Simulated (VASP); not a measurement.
NiO: single point with PBEsol+U

The system is NiO.

```
Ni O
1.0
     0.00000    2.08590    2.08590
     2.08590    0.00000    2.08590
     2.08590    2.08590    0.00000
Ni O
1 1
Direct
  0.00000 0.00000 0.00000
  0.50000 0.50000 0.50000
```

```
Program                : VASP 6.6.1
Task                   : single point
Functional             : PBEsol
Potentials or basis    : VASP PAW PBE potentials, release 64 (Ni, O)
Cutoff                 : 520 eV
k mesh                 : 11 × 11 × 11
Occupations            : fermi-dirac, width 0.05 eV
Spin                   : collinear spin, ferromagnetic start
Starting moments       : [1.0, 0.0] μB
Hubbard terms          : Ni d U = 8.0 eV
Dipole correction      : no
Further INCAR settings : ALGO = Normal; EDIFF = 1e-06; NBANDS = 19
```

The pressure is -9.5 GPa. The band gap on the k mesh is 3.00 eV (least direct gap 3.78 eV). The net moment is 2.00 μB per cell and the site moments are Ni +1.88; O +0.14 μB. The valence electrons inside the program's atomic spheres are Ni 9.04; O 5.01.

Levels at points of the mesh, in eV from the valence-band top:
Spin up:
```csv
k point,band 5,band 6,band 7,band 8,band 9,band 10,band 11,band 12,band 13,band 14
"(0.00, 0.00, 0.00)",-5.69,-5.69,-1.08,-1.08,-1.08,3.00,17.28,17.28,17.28,19.10
```
Spin down:
```csv
k point,band 3,band 4,band 5,band 6,band 7,band 8,band 9,band 10,band 11,band 12
"(0.00, 0.00, 0.00)",-4.58,-4.58,-0.78,-0.78,-0.78,3.29,3.29,3.34,17.61,17.61
```

Eigenvalues of the final occupation matrices:
```csv
site,spin,trace,eigenvalues
site 1 d,1,5.07,0.99 0.99 0.99 1.05 1.05
site 1 d,2,3.22,0.13 0.13 0.99 0.99 0.99
```

It took 14 s on 1 thread of Intel(R) Xeon(R) 6975P-C (Granite Rapids), with other jobs on the host, peak memory 0.17 GiB.

Caveat: the cell stands under tension; the PAW data sets were made with another functional, which shifts forces and pressure a little; an odd mesh through Γ misses points on the zone boundary, where band edges can lie; a cell with one magnetic atom can't hold antiferromagnetic order, which such compounds often take.
